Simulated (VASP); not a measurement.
# CdSn2O3 (Cmmm) in VASP: a series of runs, part 2 of 2

VASP 6.6.1. Earlier steps stand in the parts before.

**5. Relaxation of cell and atoms, PBE**

INCAR

```
SYSTEM = CdSn2O3
  PREC = Accurate
  ENCUT = 600
  EDIFF = 1E-6
  ISMEAR = 0
  SIGMA = 0.1
  LREAL = .False.
  LASPH = .True.
  NELM = 100
  ALGO = Normal
  ISIF = 3
  LWAVE = .False.
  LCHARG = .False.
  GGA = PE
  IBRION = 2
  NSW = 90
  EDIFFG = -0.04
```

KPOINTS

```
Automatic mesh
0
Gamma
  4 4 4
  0 0 0
```

POSCAR

```
CdSn2O3
1.0
    3.2593436200     -3.7999709000      0.0000000000
    3.2593436200      3.7999709000      0.0000000000
    0.0000000000      0.0000000000      4.3048576600
Cd Sn O
1 2 3
Direct
    0.0000000000      0.0000000000      0.5000000000
    0.0000000000      0.5000000000      0.0000000000
    0.5000000000      0.0000000000      0.0000000000
    0.2104916100      0.2104916100      0.0000000000
    0.7895083900      0.7895083900      0.0000000000
    0.5000000000      0.5000000000      0.5000000000
```

Launch:

```
cat potpaw_PBE.64/Cd/POTCAR potpaw_PBE.64/Sn_d/POTCAR potpaw_PBE.64/O/POTCAR > POTCAR
mpirun -np 1 vasp_std > vasp.out
```

It took 21 min on 1 thread of Intel Xeon 6975P-C (Granite Rapids), shared host; peak memory 0.3 GiB.

The run converged. Its results:

- Free energy: -24.4122 eV
- Relaxed volume: 19.87 Å³/atom
- Relaxed cell: a = 5.990 Å, b = 5.990 Å, c = 3.334 Å, α = 90.00°, β = 90.00°, γ = 85.21°
- Space group after relaxing (to 0.1 Å): Cmmm (No. 65)
- Energy gained by relaxing: 394.8 meV/atom
- Ionic steps: 36
- Pressure after relaxing: -0.1 GPa
- Largest force after relaxing: 0.032 eV/Å
- Band gap on the k mesh: zero (bands 29 and 30 overlap by 0.63 eV)

Forces on the atoms (eV/Å):
```
Cd   0.000  0.000  0.000
Sn   0.000  0.000  0.000
Sn   0.000  0.000  0.000
O   -0.032  0.000  0.000
O    0.032  0.000  0.000
O    0.000  0.000  0.000
```

Stress tensor (GPa, compression positive):
```
-0.08  0.00  0.00
 0.00 -0.29  0.00
 0.00  0.00 -0.07
```

The path:
```tsv
step	energy change (eV)	largest force (eV/Å)	pressure (GPa)	volume (Å³)
1	0.0000	1.1968	9.39	106.63
2	-0.7911	0.0861	-7.09	122.34
3	-1.0327	0.3462	-3.10	116.35
4	-1.0329	0.3639	-2.94	116.16
5	-1.1592	0.1371	-1.48	111.40
6	-1.2095	0.1594	0.43	107.14
7	-1.2106	0.2173	0.82	106.43
8	-1.2506	0.1279	0.54	106.37
9	-1.2874	0.0141	0.43	106.05
10	-1.2884	0.0017	0.42	105.96
11	-1.3248	0.3036	0.24	107.11
12	-1.3756	1.1650	0.30	110.23
13	-1.3833	1.2025	0.29	110.48
14	-1.4077	1.3095	0.26	111.22
15	-1.4573	1.4955	0.16	112.65
16	-1.5378	1.7878	0.05	115.28
17	-1.4920	2.2490	-0.38	119.68
18	-1.5670	1.8846	-0.03	116.43
19	-1.6060	1.9056	-0.29	117.16
20	-1.7089	1.9947	-1.09	119.26
21	-1.7899	2.0571	-3.23	123.03
22	-1.7893	2.0371	-2.30	121.60
23	-1.8989	1.9029	-2.46	121.36
24	-2.1561	1.3730	-2.55	120.59
25	-2.2239	0.3772	-0.84	118.82
26	-2.2831	0.5296	-1.91	119.66
27	-2.2845	0.4311	-1.82	119.56
28	-2.3092	0.3357	-0.94	118.36
29	-2.3284	0.1012	1.54	115.43
30	-2.3295	0.1452	1.08	115.96
31	-2.3410	0.1691	0.92	116.41
32	-2.3607	0.2327	0.38	117.75
33	-2.3628	0.2581	0.24	118.30
34	-2.3688	0.0782	-0.08	119.04
35	-2.3690	0.0258	-0.16	119.25
36	-2.3690	0.0322	-0.15	119.22
```

Final structure:
```
Cd Sn O
1.0
     4.40915   -4.05522    0.00000
     4.40915    4.05522    0.00000
     0.00000    0.00000    3.33399
Cd Sn O
1 2 3
Direct
  0.00000 0.00000 0.50000
  0.00000 0.50000 0.00000
  0.50000 0.00000 0.00000
  0.16183 0.16183 0.00000
  0.83817 0.83817 0.00000
  0.50000 0.50000 0.50000
```

Levels at points of the mesh, in eV from the Fermi level:
| k point | band 27 | band 28 | band 29 | band 30 | band 31 | band 32 |
| --- | --- | --- | --- | --- | --- | --- |
| (0.00, 0.00, 0.00) | -0.80 | -0.78 | 0.02 | 1.13 | 2.02 | 3.37 |
| (0.50, 0.00, 0.00) | -1.21 | -0.30 | 0.03 | 0.27 | 1.88 | 2.97 |
| (0.50, 0.50, 0.00) | -0.35 | -0.25 | -0.03 | 0.03 | 1.41 | 1.98 |
| (0.00, 0.00, 0.50) | -0.76 | -0.76 | -0.48 | -0.29 | 0.59 | 1.63 |
| (0.50, 0.00, 0.50) | -1.18 | -1.08 | -0.64 | -0.59 | 0.36 | 2.80 |
| (0.50, 0.50, 0.50) | -1.02 | -1.01 | 0.01 | 0.31 | 0.60 | 2.01 |

Caveat: the k points lie up to 0.47 Å⁻¹ apart in the final cell, too coarse for converged energies and pressures of a metal; semilocal functionals underestimate gaps, so a narrow gap can read as zero; a cell axis changed by over 15 % at a fixed basis, so the end point is rough; spin-orbit coupling is left out, which moves the levels of the heavy elements.

**6. Relaxation of cell and atoms, PBE**

This run uses another cell than the first one, of 20.86 Å³/atom.

INCAR

```
SYSTEM = CdSn2O3
ALGO     = Normal         ! electronic algorithm
EDIFF    = 1E-6           ! SCF threshold, eV
EDIFFG   = -0.04          ! ionic threshold
ENCUT    = 600            ! plane-wave cutoff, eV
GGA      = PE             ! functional
IBRION   = 2              ! ionic algorithm
ISIF     = 3              ! what is computed and relaxed
ISMEAR   = 0              ! smearing method
LASPH    = .True.         ! aspherical terms in the spheres
LCHARG   = .False.        ! write CHGCAR
LREAL    = .False.        ! projectors in reciprocal space
LWAVE    = .False.        ! write WAVECAR
NELM     = 100            ! most SCF steps
NSW      = 90             ! ionic steps
PREC     = Accurate       ! precision mode
SIGMA    = 0.1            ! smearing width, eV
```

KPOINTS

```
k-points
0
Gamma
  4 4 6
  0 0 0
```

POSCAR

```
CdSn2O3
1.0
    3.9034680013     -5.0098462833      0.0000000000
    3.9034680013      5.0098462833      0.0000000000
    0.0000000000      0.0000000000      3.2005331180
Cd Sn O
1 2 3
Direct
    0.0000000000      0.0000000000      0.5000000000
    0.5000000000      0.0000000000      0.0000000000
    0.0000000000      0.5000000000      0.0000000000
    0.8514224455      0.1485775545      0.0000000000
    0.1485775545      0.8514224455      0.0000000000
    0.5000000000      0.5000000000      0.5000000000
```

Potentials or basis: VASP PAW PBE potentials, release 64 (Cd, Sn_d, O).

Launch:

```
cat potpaw_PBE.64/Cd/POTCAR potpaw_PBE.64/Sn_d/POTCAR potpaw_PBE.64/O/POTCAR > POTCAR
mpirun -np 1 vasp_std > vasp.out
```

Wall time 5.5 min (1 thread of Intel Xeon 6975P-C (Granite Rapids), shared host); peak memory 0.36 GiB.

The run converged. Its results:

```
Free energy                           : -24.7292 eV
Relaxed volume                        : 20.90 Å³/atom
Relaxed cell                          : a = 6.313 Å, b = 6.313 Å, c = 3.247 Å, α = 90.00°, β = 90.00°, γ = 104.29°
Space group after relaxing (to 0.1 Å) : Cmmm (No. 65)
Energy gained by relaxing             : 1.8 meV/atom
Ionic steps                           : 5
Pressure after relaxing               : 0.1 GPa
Largest force after relaxing          : 0.012 eV/Å
Band gap on the k mesh                : zero (bands 29 and 30 overlap by 0.74 eV)
```

Forces in eV/Å, atoms in the order of the input:
```
Cd   0.000  0.000  0.000
Sn   0.000  0.000  0.000
Sn   0.000  0.000  0.000
O    0.000 -0.012  0.000
O    0.000  0.012  0.000
O    0.000  0.000  0.000
```

Stress tensor (GPa, compression positive):
```
0.14 0.00 0.00
0.00 0.05 0.00
0.00 0.00 0.14
```

Step by step:
```csv
step,energy change (eV),largest force (eV/Å),pressure (GPa),volume (Å³)
1,0.0000,0.1810,0.12,125.18
2,-0.0082,0.1285,-0.03,125.45
3,-0.0084,0.0894,-0.01,125.42
4,-0.0098,0.0618,0.02,125.41
5,-0.0110,0.0120,0.11,125.40
```

Final structure:
```xyz
6
Lattice="3.8742 -4.9846 0.0000 3.8742 4.9846 0.0000 0.0000 0.0000 3.2469" Properties=species:S:1:pos:R:3 pbc="T T T"
Cd    0.0000    0.0000    1.6234
Sn    1.9371   -2.4923    0.0000
Sn    1.9371    2.4923    0.0000
O     3.8742   -3.5054    0.0000
O     3.8742    3.5054    0.0000
O     3.8742    0.0000    1.6234
```

Levels at points of the mesh, in eV from the Fermi level:
| k point | band 27 | band 28 | band 29 | band 30 | band 31 | band 32 |
| --- | --- | --- | --- | --- | --- | --- |
| (0.00, 0.00, 0.00) | -1.21 | -1.04 | 0.24 | 1.63 | 1.70 | 3.16 |
| (0.50, 0.00, 0.00) | -1.20 | -0.31 | 0.25 | 0.50 | 1.98 | 2.35 |
| (0.50, 0.50, 0.00) | -0.42 | -0.37 | -0.07 | 0.25 | 0.86 | 1.62 |
| (0.00, 0.00, 0.50) | -0.68 | -0.66 | -0.49 | -0.49 | 0.34 | 2.64 |
| (0.50, 0.00, 0.50) | -1.21 | -1.12 | -0.52 | -0.46 | 0.16 | 2.74 |
| (0.50, 0.50, 0.50) | -1.18 | -0.89 | 0.05 | 0.29 | 0.39 | 2.54 |

Caveat: semilocal functionals underestimate gaps, so a narrow gap can read as zero; spin-orbit coupling is left out, which moves the levels of the heavy elements.

**7. The runs side by side**

```csv
task,cell,k mesh,cutoff (eV),gap on the mesh (eV),pressure (GPa),relaxed volume (Å³/atom),largest force (eV/Å)
single point,"a = 5.006, b = 5.006, c = 4.305 Å, angles 90.0, 90.0, 98.8°, 6 atoms, atomic positions A",4 × 4 × 4,520,none,9.5,-,1.20
single point,"a = 6.312, b = 6.312, c = 3.246 Å, angles 90.0, 90.0, 104.4°, 6 atoms, atomic positions B",4 × 4 × 6,520,none,0.3,-,0.11
single point,"a = 6.351, b = 6.351, c = 3.201 Å, angles 90.0, 90.0, 75.8°, 6 atoms, atomic positions C",4 × 4 × 4,520,none,0.4,-,0.13
relaxation of cell and atoms,"relaxed from a = 5.006, b = 5.006, c = 4.305 Å, angles 90.0, 90.0, 98.8°, 6 atoms, atomic positions A",4 × 4 × 4,600,none,-0.1,19.87,0.03
relaxation of cell and atoms,"relaxed from a = 6.351, b = 6.351, c = 3.201 Å, angles 90.0, 90.0, 104.2°, 6 atoms, atomic positions D",4 × 4 × 6,600,none,0.1,20.90,0.01
```

Alike in all rows: level PBE; potentials or basis VASP PAW PBE potentials, release 64 (Cd, Sn_d, O); no spin polarisation; smearing gaussian 0.1 eV.

Caveats: some runs use coarse meshes; semilocal functionals underestimate gaps, so a narrow gap can read as zero; spin-orbit coupling is left out, which moves the levels of the heavy elements; forces of over 1 eV/Å act on the atoms, so gaps and moduli don't describe the material at rest (at least some runs); a cell axis changed by over 15 % at a fixed basis, so the end point is rough (at least some runs).

Total energies depend on the potentials used, so only differences within one code and one set of settings carry meaning.
